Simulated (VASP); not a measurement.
The system is Pb.

```
Pb
1.0
    -1.99277    1.99277    1.99277
     1.99277   -1.99277    1.99277
     1.99277    1.99277   -1.99277
Pb
1
Direct
  0.00000 0.00000 0.00000
```

Base run:

```yaml
Program: VASP 6.6.1
Functional: PBE
Potentials_or_basis: VASP PAW PBE potentials, release 64 (Pb_d)
Cutoff: 500 eV
k_mesh: 9 × 9 × 9
Occupations: fermi-dirac, width 0.05 eV
Spin: no spin polarisation
```

Its results: band gap on the k mesh zero (band 7 reaches 14.07 eV, above the bottom of band 8 at 4.86 eV); pressure -0.1 GPa.

**Question.** The run is repeated on the same cell with these changes: functional from PBE to LDA; potentials or basis from VASP PAW PBE potentials, release 64 (Pb_d) to VASP PAW LDA potentials, release 64 (Pb_d); cutoff from 500 eV to 520 eV. What comes out?

**Answer.** Band gap on the k mesh zero (band 7 reaches 13.71 eV, above the bottom of band 8 at 4.59 eV); pressure -4.0 GPa.

Caveats: spin-orbit coupling is left out, which moves the levels of the heavy elements.
